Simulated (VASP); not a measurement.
# Al (P6_3/mmc) in VASP: a series of runs

Al is run at these levels: PBE+D3(BJ); tasks: single point.

Program: VASP 6.6.1. These are calculated values, not measurements. Logs are shortened: lines on timing, memory, paths and dates and some standing lists are left out, and cuts for length are marked.

## (1) The cell of the first run

It takes space group P6_3/mmc (No. 194, hexagonal). The conventional cell has a = 2.843 Å, b = 2.843 Å, c = 9.186 Å, α = 90.00°, β = 90.00°, γ = 120.00°. Al (site symmetry -3m) has 12 Al at 2.82 to 2.84 Å within 3.7 Å. Within 3.7 Å of Al (site symmetry -6m2) lie 12 Al at 2.82 to 2.84 Å.

## (2) Single point, PBE+D3(BJ) (biaxial strain in the a-b plane: +1.0 %)

Contents of INCAR:

```
SYSTEM = Al
PREC = Accurate
ENCUT = 520
EDIFF = 1E-7
ISMEAR = 0
SIGMA = 0.1
LREAL = .False.
LASPH = .True.
NELM = 100
ALGO = Fast
ISIF = 2
LWAVE = .False.
LCHARG = .False.
GGA = PE
IVDW = 12
NBANDS = 14
```

Contents of KPOINTS:

```
regular mesh
0
Gamma
  24 24 6
  0 0 0
```

Contents of POSCAR:

```
Al
1.0
    2.8429260192      0.0000000000      0.0000000000
   -1.4214630096      2.4620461537      0.0000000000
    0.0000000000      0.0000000000      9.1863454613
Al
4
Direct
    0.0000000000      0.0000000000      0.0000000000
    0.3333333333      0.6666666667      0.2500000000
    0.0000000000      0.0000000000      0.5000000000
    0.6666666667      0.3333333333      0.7500000000
```

Potentials or basis: VASP PAW PBE potentials, release 64 (Al).

Command:

```console
> cat potpaw_PBE.64/Al/POTCAR > POTCAR
> mpirun -np 1 vasp_std > vasp.out
```

OUTCAR:

```text
SYSTEM = Al
   PREC = Accurate
   ENCUT = 520
   EDIFF = 1E-7
   ISMEAR = 0
   LREAL = .False.
   LASPH = .True.
   NELM = 100
   ISIF = 2
   GGA = PE
   IVDW = 12
 IVDW          = 12

 ion  position               nearest neighbor table
   1  0.000  0.000  0.000-   2 2.82   4 2.82   2 2.82   4 2.82   4 2.82   2 2.82
   2  0.333  0.667  0.250-   1 2.82   3 2.82   1 2.82   3 2.82   1 2.82   3 2.82
   3  0.000  0.000  0.500-   2 2.82   4 2.82   2 2.82   4 2.82   4 2.82   2 2.82
   4  0.667  0.333  0.750-   1 2.82   3 2.82   1 2.82   3 2.82   1 2.82   3 2.82

  LATTYP: Found a hexagonal cell.
 ALAT       =     2.8429260192
 C/A-ratio  =     3.2312995130

  Lattice vectors:

 A1 = (   2.8429260192,   0.0000000000,   0.0000000000)
 A2 = (  -1.4214630096,   2.4620461537,   0.0000000000)
 A3 = (   0.0000000000,   0.0000000000,   9.1863454613)

Analysis of symmetry for initial positions (statically):
=====================================================================
 Subroutine PRICEL returns:
 Original cell was already a primitive cell.

 Routine SETGRP: Setting up the symmetry group for a
 hexagonal supercell.

 Subroutine GETGRP returns: Found 24 space group operations
 (whereof 12 operations were pure point group operations)
 out of a pool of 24 trial point group operations.

The static configuration has the point symmetry D_3d.
 The point group associated with its full space group is D_6h.

Analysis of symmetry for dynamics (positions and initial velocities):
=====================================================================
 Subroutine PRICEL returns:
 Original cell was already a primitive cell.

 Routine SETGRP: Setting up the symmetry group for a
 hexagonal supercell.

 Subroutine GETGRP returns: Found 24 space group operations
 (whereof 12 operations were pure point group operations)
 out of a pool of 24 trial point group operations.

The dynamic configuration has the point symmetry D_3d.
 The point group associated with its full space group is D_6h.

 Subroutine INISYM returns: Found 24 space group operations
 (whereof 12 operations are pure point group operations),
 and found     1 'primitive' translations

----------------------------------------------------------------------------------------

                                     Primitive cell

  volume of cell :      64.2990

  direct lattice vectors                    reciprocal lattice vectors
     2.842926019  0.000000000  0.000000000     0.351750272  0.203083114  0.000000000
    -1.421463010  2.462046154  0.000000000     0.000000000  0.406166228  0.000000000
     0.000000000  0.000000000  9.186345461     0.000000000  0.000000000  0.108857217

  length of vectors
     2.842926019  2.842926019  9.186345461     0.406166228  0.406166228  0.108857217

  position of ions in fractional coordinates (direct lattice)
     0.000000000  0.000000000  0.000000000
     0.333333333  0.666666667  0.250000000
     0.000000000  0.000000000  0.500000000
     0.666666667  0.333333333  0.750000000

  ion indices of the primitive-cell ions
   primitive index   ion index
                 1           1
                 2           2
                 3           3
                 4           4

----------------------------------------------------------------------------------------

 KPOINTS: regular mesh

Automatic generation of k-mesh.
 Grid dimensions read from file:
 generate k-points for:   24   24    6

 Generating k-lattice:

  Cartesian coordinates                     Fractional coordinates (reciprocal lattice)
     0.014656261  0.008461796  0.000000000     0.041666667  0.000000000  0.000000000
     0.000000000  0.016923593  0.000000000     0.000000000  0.041666667  0.000000000
     0.000000000  0.000000000  0.018142869     0.000000000  0.000000000  0.166666667

  Length of vectors
     0.016923593  0.016923593  0.018142869

  Shift w.r.t. Gamma in fractional coordinates (k-lattice)
     0.000000000  0.000000000  0.000000000

 Subroutine IBZKPT returns following result:
 ===========================================

 Found    244 irreducible k-points:

 Following reciprocal coordinates:
            Coordinates               Weight
  0.000000  0.000000  0.000000      1.000000
  0.041667  0.000000  0.000000      6.000000
  0.083333  0.000000  0.000000      6.000000
  0.125000  0.000000  0.000000      6.000000
  0.166667  0.000000  0.000000      6.000000
  0.208333 -0.000000  0.000000      6.000000
[... 16 lines left out ...]
  0.416667  0.041667  0.000000     12.000000
  0.458333  0.041667  0.000000     12.000000
 [... further k-points ...]
   k-points           NKPTS =    244   k-points in BZ     NKDIM =    244   number of bands    NBANDS=     14
   number of dos      NEDOS =    301   number of ions     NIONS =      4
   total plane-waves  NPLWV =  40320
   dimension x,y,z NGX =    24 NGY =   24 NGZ =   70
   dimension x,y,z NGXF=    48 NGYF=   48 NGZF=  140
   ions per type =               4
   NGX,Y,Z   is equivalent  to a cutoff of  14.03, 14.03, 12.67 a.u.
   NGXF,Y,Z  is equivalent  to a cutoff of  28.07, 28.07, 25.34 a.u.
 SYSTEM =  Al
   PREC   = accura    normal or accurate (medium, high low for compatibility)
   ISTART =      0    job   : 0-new  1-cont  2-samecut
   ICHARG =      2    charge: 1-file 2-atom 10-const
   ISPIN  =      1    spin polarized calculation?
   LNONCOLLINEAR =      F non collinear calculations
   LSORBIT =      F    spin-orbit coupling
   LASPH  =      T    aspherical Exc in radial PAW
   ENCUT  =  520.0 eV  38.22 Ry    6.18 a.u.   5.29  5.29 17.08*2*pi/ulx,y,z
   NELM   =    100;   NELMIN=  2; NELMDL= -5     # of ELM steps
   EDIFF  = 0.1E-06   stopping-criterion for ELM
   LREAL  =      F    real-space projection
   EDIFFG = 0.1E-05   stopping-criterion for IOM
   NSW    =      0    number of steps for IOM
   IBRION =     -1    ionic relax: 0-MD 1-quasi-New 2-CG
   NFREE  =      0    steps in history (QN), initial steepest desc. (CG)
   ISIF   =      2    stress and relaxation
   ISYM   =      2    0-nonsym 1-usesym 2-fastsym
   POTIM  = 0.5000    time-step for ionic-motion
   TEBEG  =    0.0;   TEEND  =   0.0 temperature during run
   PSTRESS=    0.0 pullay stress
   NELECT =      12.0000    total number of electrons
   NUPDOWN=      -1.0000    fix difference up-down
   EMIN   =  10.00;   EMAX   =-10.00  energy-range for DOS
   EFERMI =   0.00;   METHOD = LEGACY
   ISMEAR =     0;   SIGMA  =   0.10  broadening in eV -4-tet -1-fermi 0-gaus
   EFERMI_NEDOS =   21; number of points for ismear=-14 and -15
   IALGO  =     68    algorithm
   IMIX   =      4    mixing-type and parameters
     AMIX     =   0.40;   BMIX     =  1.00
     AMIX_MAG =   1.60;   BMIX_MAG =  1.00
  volume/ion in A,a.u.               =      16.07       108.48
  Fermi-wavevector in a.u.,A,eV,Ry     =   0.935550  1.767933 11.908555  0.875254
  Thomas-Fermi vector in A             =   2.062469
   LORBIT       =      0    0 simple, 1 ext, 2 COOP (PROOUT), +10 PAW based schemes
   GGA     = PE    functional components
   LHFCALC =     F    Hartree Fock is set to
   AEXX    =    0.0000 exact exchange contribution
   IVDW    =    12    specifies the selected vdW correction
   LEPSILON=     F    determine dielectric tensor
   LRPA    =     F    only Hartree local field effects (RPA)
 non-spin polarized calculation
 RMM-DIIS sequential band-by-band and
 Gauss-broadening in eV      SIGMA  =   0.10
  energy-cutoff  :      520.00
  volume of cell :       64.30
 maximum number of plane-waves:      1754
 NGX is ok and might be reduce to    24
   NGX = 11   NGY = 11   NGZ = 35

 number of electron      12.0000000 magnetization

 Free energy of the ion-electron system (eV)
  ---------------------------------------------------
  ext. energy  EPLUGINS =         0.00000000
  ---------------------------------------------------
  free energy    TOTEN  =       -14.91943296 eV

  energy without entropy =      -14.91135515  energy(sigma->0) =      -14.91539406

 E-fermi :   8.2701     XC(G=0): -10.2923

 val. band max:        8.2654230419   @ k =   0.2500   0.1667   0.5000
 cond. band min:       8.2775401269   @ k =   0.2917   0.0417   0.0000
 fundamental gap:      0.0121170850
 Fermi energy:         8.2701078387

 k-point     1 :       0.0000    0.0000    0.0000
  band No.  band energies     occupation
      1      -3.0424      2.00000
      2      -1.3000      2.00000
      3      -1.2982      2.00000
      4       3.6368      2.00000
      5       3.9921      2.00000
      6      11.9656      0.00000
      7      11.9805      0.00000
      8      18.9731      0.00000
      9      18.9731      0.00000
     10      19.1583      0.00000
     11      19.1583      0.00000
     12      20.1465      0.00000
     13      20.1530      0.00000
     14      20.3347      0.00000

 k-point     2 :       0.0417    0.0000    0.0000
  band No.  band energies     occupation
      1      -3.0000      2.00000
      2      -1.2581      2.00000
      3      -1.2563      2.00000
      4       3.6760      2.00000
      5       4.0334      2.00000
      6      11.9987      0.00000
      7      12.0153      0.00000
      8      17.8539      0.00000
      9      18.2305      0.00000
     10      19.2113      0.00000
     11      19.3130      0.00000
     12      19.4274      0.00000
     13      19.6075      0.00000
     14      19.6884      0.00000
[... 343 lines left out ...]
      1       1.5823      2.00000
      2       3.2453      2.00000
      3       3.2565      2.00000
      4       4.4818      2.00000
      5       6.1717      2.00000
      6       6.2007      2.00000
      7       8.0496      1.99818
      8       8.6550      0.00000
      9      10.8727      0.00000
     10      11.2904      0.00000
     11      13.1904      0.00000
     12      14.5042      0.00000
     13      14.7191      0.00000
     14      15.6406      0.00000

 k-point    24 :       0.4583    0.0417    0.0000
  band No.  band energies     occupation
      1       2.4775      2.00000
      2       3.4509      2.00000
      3       4.0594      2.00000
      4       4.0982      2.00000
      5       5.2033      2.00000
      6       5.2572      2.00000
      7       8.8554      0.00000
      8       9.4402      0.00000
      9       9.8916      0.00000
     10      10.3699      0.00000
     11      13.1010      0.00000
     12      14.4664      0.00000
     13      14.6448      0.00000
     14      15.7901      0.00000

 [... further k-points ...]

------------------------ aborting loop because EDIFF is reached ----------------------------------------

 Edisp (eV)   -1.38220

 E8    (eV) :    -0.6183

  FORCE on cell =-STRESS in cart. coord.  units (eV):
  Direction    XX          YY          ZZ          XY          YZ          ZX
  --------------------------------------------------------------------------------------
  -------------------------------------------------------------------------------------
  Total      -0.73163    -0.73163    -0.02666     0.00000     0.00000     0.00000
  in kB     -18.23036   -18.23036    -0.66436     0.00000     0.00000     0.00000
  external pressure =      -12.38 kB  Pullay stress =        0.00 kB

 VOLUME and BASIS-vectors are now :
 -----------------------------------------------------------------------------
  energy-cutoff  :      520.00
  volume of cell :       64.30
      direct lattice vectors                 reciprocal lattice vectors
     2.842926019  0.000000000  0.000000000     0.351750272  0.203083114  0.000000000
    -1.421463010  2.462046154  0.000000000     0.000000000  0.406166228  0.000000000
     0.000000000  0.000000000  9.186345461     0.000000000  0.000000000  0.108857217

 POSITION                                       TOTAL-FORCE (eV/Angst)
 -----------------------------------------------------------------------------------
      0.00000      0.00000      0.00000         0.000000      0.000000     -0.000000
     -0.00000      1.64136      2.29659         0.000000     -0.000000     -0.000000
      0.00000      0.00000      4.59317         0.000000      0.000000     -0.000000
      1.42146      0.82068      6.88976        -0.000000      0.000000      0.000000
 -----------------------------------------------------------------------------------
    total drift:                               -0.000000      0.000000      0.000000

  FREE ENERGIE OF THE ION-ELECTRON SYSTEM (eV)
  ---------------------------------------------------
  free  energy   TOTEN  =       -16.3016327037 eV

  energy  without entropy=      -16.2935549003  energy(sigma->0) =      -16.29759380
```

Run time: 73 s. Hardware: 1 thread of Intel Xeon 6975P-C (Granite Rapids), shared host; peak memory 0.31 GiB.

What came out:

- Free energy: -16.3016 eV
- Pressure: -1.2 GPa
- Band gap on the k mesh: zero (band 6 reaches 12.35 eV, above the bottom of band 7 at 6.66 eV)
- Dispersion energy per atom: -0.346 eV

Stress tensor (GPa, compression positive):
```
-1.82  0.00  0.00
 0.00 -1.82  0.00
 0.00  0.00 -0.07
```

Caveat: the cell differs from its parent crystal (biaxial strain in the a-b plane: +1.0 %); pairwise dispersion overbinds metals, which lowers pressure and volume.

## (3) Single point, PBE+D3(BJ) (biaxial strain in the a-b plane: +2.0 %, then relaxed in part)

Contents of INCAR:

```
PREC = Accurate
ENCUT = 520
EDIFF = 1E-6
ISMEAR = 0
SIGMA = 0.1
LREAL = F
LASPH = T
NELM = 100
ALGO = Fast
ISIF = 2
LWAVE = F
LCHARG = T
GGA = PE
IVDW = 12
LELF = T
LVHAR = T
NBANDS = 14
```

Contents of KPOINTS:

```
Automatic mesh
0
Gamma
  24 24 6
```

Contents of POSCAR:

```
Al
1.0
    2.8710738016      0.0000000000      0.0000000000
   -1.4355369008      2.4864228483      0.0000000000
    0.0000000000      0.0000000000      9.1073768474
Al
4
Direct
    0.0000000000      0.0000000000      0.0000000000
    0.3333333333      0.6666666667      0.2500000000
    0.0000000000      0.0000000000      0.5000000000
    0.6666666667      0.3333333333      0.7500000000
```

Potentials or basis: VASP PAW PBE potentials, release 64 (Al).

Command:

```console
> cat potpaw_PBE.64/Al/POTCAR > POTCAR
> mpirun -np 1 vasp_std > vasp.out
```

Run time: 95 s. Hardware: 1 thread of Intel Xeon 6975P-C (Granite Rapids), shared host; peak memory 0.31 GiB.

Results (log left out):

- Free energy: -16.2821 eV
- Pressure: -2.0 GPa
- Band gap on the k mesh: zero (band 6 reaches 12.47 eV, above the bottom of band 7 at 6.50 eV)
- Dispersion energy per atom: -0.342 eV

Stress tensor (GPa, compression positive):
```
-3.01  0.00  0.00
 0.00 -3.01  0.00
 0.00  0.00 -0.04
```

Levels at points of the mesh, in eV from the Fermi level:
| k point | band 4 | band 5 | band 6 | band 7 | band 8 | band 9 |
| --- | --- | --- | --- | --- | --- | --- |
| (0.00, 0.00, 0.00) | -4.48 | -4.02 | 4.03 | 4.05 | 10.33 | 10.33 |
| (0.50, 0.00, 0.00) | -3.90 | -3.41 | -3.29 | 0.87 | 1.34 | 1.61 |
| (0.00, 0.00, 0.50) | -7.27 | -0.45 | -0.45 | 9.07 | 9.07 | 10.66 |
| (0.50, 0.00, 0.50) | -4.89 | -1.84 | -1.84 | -1.16 | -1.16 | 4.91 |

Caveat: the cell differs from its parent crystal (biaxial strain in the a-b plane: +2.0 %, then relaxed in part); pairwise dispersion overbinds metals, which lowers pressure and volume.
